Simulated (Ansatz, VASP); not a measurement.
**Two plane-wave programs on ZnSnN2**

POSCAR

```
ZnSnN2
1.0
    3.4155076662      0.0000000000      0.0000000000
    0.0000000000      3.4155076662      0.0000000000
    0.0000000000      0.0000000000      4.7461746462
Zn N Sn
1 2 1
Direct
    0.0000000000      0.0000000000      0.0000000000
    0.0000000000      0.5000000000      0.2448435878
    0.5000000000      0.0000000000      0.7551564122
    0.5000000000      0.5000000000      0.5000000000
```

INCAR.step1

```
  ALGO = Normal
  EDIFF = 1E-4
  ENCUT = 520
  GGA = PE
  ISMEAR = -1
  LASPH = T
  LCHARG = F
  LREAL = F
  LWAVE = T
  NBANDS = 26
  NELM = 80
  PREC = Accurate
  SIGMA = 0.02
```

Contents of INCAR.step2:

```
  ALGO = Normal
  EDIFF = 1E-7
  ENCUT = 520
  ISIF = 2
  ISMEAR = -1
  ISTART = 1
  LASPH = T
  LCHARG = T
  LELF = T
  LMIXTAU = T
  LREAL = F
  LVHAR = T
  LWAVE = F
  METAGGA = R2SCAN
  NBANDS = 26
  NELM = 80
  PREC = Accurate
  SIGMA = 0.02
```

The input KPOINTS:

```
k-points
0
Gamma
  6 6 4
```

Input for Ansatz:

```yaml
crystal:
  lattice:
    - [3.4155076662, 0.0, 0.0]
    - [0.0, 3.4155076662, 0.0]
    - [0.0, 0.0, 4.7461746462]
  atoms:
    - { symbol: Zn, position: [0.0, 0.0, 0.0] }
    - { symbol: "N", position: [0.0, 0.5, 0.2448435878] }
    - { symbol: Sn, position: [0.5, 0.5, 0.5] }
    - { symbol: "N", position: [0.5, 0.0, 0.7551564122] }
kpoints:
  mp_grid: { grid: [6, 6, 4] }
hamiltonian:
  xc: r2scan
scf:
  occupations: { method: fermi_dirac, width: 0.02 }
  n_extra_bands: 5
output:
  forces: true
  stress: true
  eigenvalues: true
```

Alike in both runs: task single point; functional r2SCAN; k mesh 6 × 6 × 4; occupations fermi-dirac, width 0.02 eV; no spin polarisation.

|  | VASP | Ansatz |
| --- | --- | --- |
| version | VASP 6.6.1 | Ansatz 0.2.0 |
| potentials or method | VASP PAW PBE potentials, release 64 (Zn, N, Sn_d) | plane waves, PAW |
| plane-wave cutoff (eV) | 520 | 500 |
| valence electrons in the cell | 36 | 36 |

|  | VASP | Ansatz | Ansatz less VASP |
| --- | --- | --- | --- |
| pressure (GPa) | -4.0 | -4.4 | -0.44 |
| rms of the force components (eV/Å) | 0.038 | 0.042 | +0.0040 |

VASP's potentials were made for PBE, not for r2SCAN.
